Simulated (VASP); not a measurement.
# AsPb4 (P6/mmm) in VASP: a series of runs

The runs below take AsPb4 through single point, with PBE.

Everything below comes from runs of VASP 6.6.1. Logs are shortened: lines on timing, memory, paths and dates and some standing lists are left out, and cuts for length are marked.

## 1. The cell of the first run

The structure is hexagonal, space group P6/mmm (No. 191). The conventional cell has a = 4.254 Å, b = 4.254 Å, c = 9.130 Å, α = 90.00°, β = 90.00°, γ = 120.00°. Within 3.2 Å of As (site symmetry 6/mmm) lie 6 Pb at 2.46 Å. Pb (site symmetry -6m2) has 3 As at 2.46 Å and 3 Pb at 2.46 Å within 3.2 Å. Within 3.1 Å of Pb (site symmetry 6mm) lie 1 Pb at 2.32 Å.

## 2. Single point, PBE

Contents of INCAR:

```
SYSTEM = AsPb4
  PREC = Accurate
  ENCUT = 520
  EDIFF = 1E-6
  ISMEAR = 0
  SIGMA = 0.1
  LREAL = .FALSE.
  LASPH = .TRUE.
  NELM = 80
  ALGO = Normal
  ISIF = 2
  LWAVE = .FALSE.
  LCHARG = .FALSE.
  GGA = PE
  NBANDS = 38
```

Contents of KPOINTS:

```
Automatic mesh
0
G
  6 6 2
  0 0 0
```

Contents of POSCAR:

```
AsPb4
1.0
    4.2539019700      0.0000000000      0.0000000000
   -2.1269509800      3.6839871700      0.0000000000
    0.0000000000      0.0000000000      9.1298828100
As Pb
1 4
Direct
    0.0000000000      0.0000000000      0.0000000000
    0.3333333300      0.6666666700      0.0000000000
    0.6666666700      0.3333333300      0.0000000000
    0.0000000000      0.0000000000      0.3727617400
    0.0000000000      0.0000000000      0.6272382600
```

Potentials or basis: VASP PAW PBE potentials, release 64 (As, Pb_d).

Command:

```console
$ cat potpaw_PBE.64/As/POTCAR potpaw_PBE.64/Pb_d/POTCAR > POTCAR
$ mpirun -np 1 vasp_std > vasp.out
```

OUTCAR:

```text
SYSTEM = AsPb4
   PREC = Accurate
   ENCUT = 520
   EDIFF = 1E-6
   ISMEAR = 0
   LREAL = .FALSE.
   LASPH = .TRUE.
   NELM = 80
   ISIF = 2
   GGA = PE

 ion  position               nearest neighbor table
   1  0.000  0.000  0.000-   2 2.46   3 2.46   2 2.46   3 2.46   3 2.46   2 2.46   4 3.40   5 3.40

   2  0.333  0.667  0.000-   1 2.46   3 2.46   3 2.46   1 2.46   1 2.46   3 2.46
   3  0.667  0.333  0.000-   1 2.46   2 2.46   2 2.46   1 2.46   1 2.46   2 2.46
   4  0.000  0.000  0.373-   5 2.32   1 3.40
   5  0.000  0.000  0.627-   4 2.32   1 3.40

  LATTYP: Found a hexagonal cell.
 ALAT       =     4.2539019700
 C/A-ratio  =     2.1462372369

  Lattice vectors:

 A1 = (   4.2539019700,   0.0000000000,   0.0000000000)
 A2 = (  -2.1269509800,   3.6839871700,   0.0000000000)
 A3 = (   0.0000000000,   0.0000000000,   9.1298828100)

Analysis of symmetry for initial positions (statically):
=====================================================================
 Subroutine PRICEL returns:
 Original cell was already a primitive cell.

 Routine SETGRP: Setting up the symmetry group for a
 hexagonal supercell.

 Subroutine GETGRP returns: Found 24 space group operations
 (whereof 24 operations were pure point group operations)
 out of a pool of 24 trial point group operations.

The static configuration has the point symmetry D_6h.

Analysis of symmetry for dynamics (positions and initial velocities):
=====================================================================
 Subroutine PRICEL returns:
 Original cell was already a primitive cell.

 Routine SETGRP: Setting up the symmetry group for a
 hexagonal supercell.

 Subroutine GETGRP returns: Found 24 space group operations
 (whereof 24 operations were pure point group operations)
 out of a pool of 24 trial point group operations.

The dynamic configuration has the point symmetry D_6h.

 Subroutine INISYM returns: Found 24 space group operations
 (whereof 24 operations are pure point group operations),
 and found     1 'primitive' translations

----------------------------------------------------------------------------------------

                                     Primitive cell

  volume of cell :     143.0773
[... 81 lines left out ...]
   LASPH  =      T    aspherical Exc in radial PAW
   ENCUT  =  520.0 eV  38.22 Ry    6.18 a.u.   7.91  7.91 16.98*2*pi/ulx,y,z
   NELM   =     80;   NELMIN=  2; NELMDL= -5     # of ELM steps
   EDIFF  = 0.1E-05   stopping-criterion for ELM
   LREAL  =      F    real-space projection
   EDIFFG = 0.1E-04   stopping-criterion for IOM
   NSW    =      0    number of steps for IOM
   IBRION =     -1    ionic relax: 0-MD 1-quasi-New 2-CG
   NFREE  =      0    steps in history (QN), initial steepest desc. (CG)
   ISIF   =      2    stress and relaxation
   ISYM   =      2    0-nonsym 1-usesym 2-fastsym
   POTIM  = 0.5000    time-step for ionic-motion
   TEBEG  =    0.0;   TEEND  =   0.0 temperature during run
   PSTRESS=    0.0 pullay stress
   NELECT =      61.0000    total number of electrons
   NUPDOWN=      -1.0000    fix difference up-down
   EMIN   =  10.00;   EMAX   =-10.00  energy-range for DOS
   EFERMI =   0.00;   METHOD = LEGACY
   ISMEAR =     0;   SIGMA  =   0.10  broadening in eV -4-tet -1-fermi 0-gaus
   EFERMI_NEDOS =   21; number of points for ismear=-14 and -15
   IALGO  =     38    algorithm
   IMIX   =      4    mixing-type and parameters
     AMIX     =   0.40;   BMIX     =  1.00
     AMIX_MAG =   1.60;   BMIX_MAG =  1.00
  volume/ion in A,a.u.               =      28.62       193.11
  Fermi-wavevector in a.u.,A,eV,Ry     =   1.232143  2.328413 20.656050  1.518177
  Thomas-Fermi vector in A             =   2.366925
   LORBIT       =      0    0 simple, 1 ext, 2 COOP (PROOUT), +10 PAW based schemes
   GGA     = PE    functional components
   LHFCALC =     F    Hartree Fock is set to
   AEXX    =    0.0000 exact exchange contribution
   IVDW    =     0    specifies the selected vdW correction
   LEPSILON=     F    determine dielectric tensor
   LRPA    =     F    only Hartree local field effects (RPA)
 non-spin polarized calculation
 Gauss-broadening in eV      SIGMA  =   0.10
  energy-cutoff  :      520.00
  volume of cell :      143.08
 maximum number of plane-waves:      3882
 NGX is ok and might be reduce to    32
   NGX = 15   NGY = 15   NGZ = 33

 number of electron      60.9999995 magnetization

 Free energy of the ion-electron system (eV)
  ---------------------------------------------------
  ext. energy  EPLUGINS =         0.00000000
  ---------------------------------------------------
  free energy    TOTEN  =        -2.24784718 eV

  energy without entropy =       -2.21240389  energy(sigma->0) =       -2.23012554

 E-fermi :   7.1240     XC(G=0):  -9.7266

 val. band max:        7.1199649120   @ k =   0.1667   0.1667   0.5000
 cond. band min:       7.1448611038   @ k =   0.3333  -0.0000   0.0000
 fundamental gap:      0.0248961917
 Fermi energy:         7.1239692684

 k-point     1 :       0.0000    0.0000    0.0000
  band No.  band energies     occupation
      1     -13.9607      2.00000
      2     -12.8397      2.00000
      3     -12.8397      2.00000
      4     -12.5064      2.00000
      5     -12.5064      2.00000
      6     -12.2750      2.00000
[... 563 lines left out ...]
     37      12.4143      0.00000
     38      14.3057      0.00000

------------------------ aborting loop because EDIFF is reached ----------------------------------------

  FORCE on cell =-STRESS in cart. coord.  units (eV):
  Direction    XX          YY          ZZ          XY          YZ          ZX
  --------------------------------------------------------------------------------------
  -------------------------------------------------------------------------------------
  Total       57.8935218     57.8935218     20.7152759      0.0000001      0.0000000      0.0000000
  in kB      648.2906565    648.2906561    231.9693020      0.0000009      0.0000000      0.0000000
  external PRESSURE =     509.5168716 kB  Pullay stress =       0.0000000 kB

 VOLUME and BASIS-vectors are now :
 -----------------------------------------------------------------------------
  energy-cutoff  :      520.00
  volume of cell :      143.08
      direct lattice vectors                 reciprocal lattice vectors
     4.253901970  0.000000000  0.000000000     0.235078290  0.135722514  0.000000000
    -2.126950980  3.683987170  0.000000000     0.000000000  0.271445028  0.000000000
     0.000000000  0.000000000  9.129882810     0.000000000  0.000000000  0.109530431

 POSITION                                       TOTAL-FORCE (eV/Angst)
 -----------------------------------------------------------------------------------
      0.00000      0.00000      0.00000         0.000000     -0.000000      0.000000
     -0.00000      2.45599      0.00000         0.000000     -0.000000      0.000000
      2.12695      1.22800      0.00000        -0.000000     -0.000000     -0.000000
      0.00000      0.00000      3.40327        -0.000000     -0.000000     -9.632428
      0.00000      0.00000      5.72661         0.000000      0.000000      9.632428
 -----------------------------------------------------------------------------------
    total drift:                               -0.000000      0.000000      0.000000

  FREE ENERGIE OF THE ION-ELECTRON SYSTEM (eV)
  ---------------------------------------------------
  free  energy   TOTEN  =        -2.2478471822 eV

  energy  without entropy=       -2.2124038920  energy(sigma->0) =       -2.23012554
```

OSZICAR:

```text
N       E                     dE             d eps       ncg     rms          rms(c)
DAV:   1     0.776504910211E+03    0.77650E+03   -0.29742E+04  1064   0.189E+03
DAV:   2     0.790283823546E+02   -0.69748E+03   -0.68483E+03  1064   0.516E+02
DAV:   3     0.102468290214E+01   -0.78004E+02   -0.76041E+02  1264   0.218E+02
DAV:   4    -0.294804644804E+01   -0.39727E+01   -0.38669E+01  1300   0.528E+01
DAV:   5    -0.309041893397E+01   -0.14237E+00   -0.14233E+00  1430   0.988E+00    0.682E+00
DAV:   6    -0.249647119468E+01    0.59395E+00   -0.23230E+00  1574   0.863E+00    0.343E+00
DAV:   7    -0.230770841849E+01    0.18876E+00   -0.45337E-01  1510   0.487E+00    0.235E+00
DAV:   8    -0.225207052510E+01    0.55638E-01   -0.83947E-02  1438   0.223E+00    0.564E-01
DAV:   9    -0.224800619115E+01    0.40643E-02   -0.15653E-02  1432   0.851E-01    0.151E-01
DAV:  10    -0.224792604146E+01    0.80150E-04   -0.13751E-03  1588   0.257E-01    0.547E-02
DAV:  11    -0.224785534812E+01    0.70693E-04   -0.20833E-04  1382   0.125E-01    0.164E-02
DAV:  12    -0.224785427452E+01    0.10736E-05   -0.38777E-05  1392   0.446E-02    0.127E-02
DAV:  13    -0.224784874268E+01    0.55318E-05   -0.13416E-05   996   0.226E-02    0.518E-03
DAV:  14    -0.224784674006E+01    0.20026E-05   -0.19250E-06   904   0.111E-02    0.186E-03
DAV:  15    -0.224784718216E+01   -0.44210E-06   -0.54062E-07   682   0.556E-03
   1 F= -.22478472E+01 E0= -.22301255E+01  d E =-.354433E-01
```

Wall time 1.8 min (1 thread of Oxide Virtual Turin-like, shared host); peak memory 0.24 GiB.

What came out:

```yaml
Free_energy: -2.2478 eV
Pressure: 51.0 GPa
Largest_force: 9.632 eV/Å
```

Forces on the atoms (eV/Å):
```
As   0.000  0.000  0.000
Pb   0.000  0.000  0.000
Pb   0.000  0.000  0.000
Pb   0.000  0.000 -9.632
Pb   0.000  0.000  9.632
```

Stress tensor (GPa, compression positive):
```
64.83  0.00  0.00
 0.00 64.83  0.00
 0.00  0.00 23.20
```

Levels at points of the mesh, in eV from the Fermi level:
| k point | band 26 | band 27 | band 28 | band 29 | band 30 | band 31 | band 32 | band 33 | band 34 | band 35 |
| --- | --- | --- | --- | --- | --- | --- | --- | --- | --- | --- |
| (0.00, 0.00, 0.00) | -3.84 | -3.84 | -3.08 | -3.06 | -3.06 | -1.56 | 1.49 | 1.49 | 1.97 | 4.19 |
| (0.50, 0.00, 0.00) | -6.50 | -2.97 | -2.78 | -2.66 | -0.54 | 0.34 | 1.04 | 1.25 | 2.67 | 2.91 |
| (0.00, 0.00, 0.50) | -3.84 | -3.84 | -3.08 | -3.06 | -3.06 | 0.14 | 1.39 | 1.39 | 1.95 | 3.52 |
| (0.50, 0.00, 0.50) | -6.00 | -4.00 | -3.55 | -1.60 | -0.13 | 0.26 | 1.22 | 1.42 | 2.81 | 3.29 |

Caveat: spin-orbit coupling is left out, which moves the levels of the heavy elements; forces of over 1 eV/Å act on the atoms, so gaps and moduli don't describe the material at rest.

## 3. Single point, PBE

This run uses another cell than the first one, of 47.23 Å³/atom, 1.651 times its volume.

Contents of INCAR:

```
SYSTEM = AsPb4
PREC     = Accurate       ! precision mode
ENCUT    = 520            ! plane-wave cutoff, eV
EDIFF    = 1E-7           ! SCF threshold, eV
ISMEAR   = 0              ! smearing method
SIGMA    = 0.1            ! smearing width, eV
LREAL    = .False.        ! projectors in reciprocal space
LASPH    = .True.         ! aspherical terms in the spheres
NELM     = 80             ! most SCF steps
ALGO     = Fast           ! electronic algorithm
ISIF     = 2              ! what is computed and relaxed
LWAVE    = .False.        ! write WAVECAR
LCHARG   = .False.        ! write CHGCAR
GGA      = PE             ! functional
NBANDS   = 38             ! bands
```

Contents of KPOINTS:

```
Automatic mesh
0
Gamma
  6 6 2
  0 0 0
```

Contents of POSCAR:

```
AsPb4
1.0
    5.5220325564     -0.0000000037      0.0000000000
   -2.7610162749      4.7822204762      0.0000000000
    0.0000000000      0.0000000000      8.9425057120
As Pb
1 4
Direct
    0.0000000000      0.0000000000      0.0000000000
    0.3333333333      0.6666666667      0.0000000000
    0.6666666667      0.3333333333      0.0000000000
    0.0000000000      0.0000000000      0.3021692052
    0.0000000000      0.0000000000      0.6978307948
```

Potentials or basis: VASP PAW PBE potentials, release 64 (As, Pb_d).

Command:

```console
$ cat potpaw_PBE.64/As/POTCAR potpaw_PBE.64/Pb_d/POTCAR > POTCAR
$ mpirun -np 1 vasp_std > vasp.out
```

Wall time 3.3 min (1 thread of Oxide Virtual Turin-like, shared host); peak memory 0.36 GiB.

Results (log left out):

```
Free energy : -16.1718 eV
Pressure    : 0.0 GPa
```

Forces in eV/Å, atoms in the order of the input:
```
As   0.000  0.000  0.000
Pb   0.000  0.000  0.000
Pb   0.000  0.000  0.000
Pb   0.000  0.000  0.002
Pb   0.000  0.000 -0.002
```

Levels at points of the mesh, in eV from the Fermi level:
| k point | band 27 | band 28 | band 29 | band 30 | band 31 | band 32 | band 33 | band 34 |
| --- | --- | --- | --- | --- | --- | --- | --- | --- |
| (0.00, 0.00, 0.00) | -2.98 | -2.31 | -1.63 | -1.63 | -0.29 | -0.04 | 0.86 | 0.86 |
| (0.50, 0.00, 0.00) | -1.84 | -1.83 | -1.10 | -0.05 | 0.18 | 0.50 | 0.53 | 0.64 |
| (0.00, 0.00, 0.50) | -2.95 | -2.95 | -1.63 | -1.63 | -0.53 | 0.23 | 0.23 | 1.83 |
| (0.50, 0.00, 0.50) | -3.36 | -2.11 | -0.73 | -0.13 | 0.58 | 0.59 | 0.92 | 1.20 |

Caveat: spin-orbit coupling is left out, which moves the levels of the heavy elements.
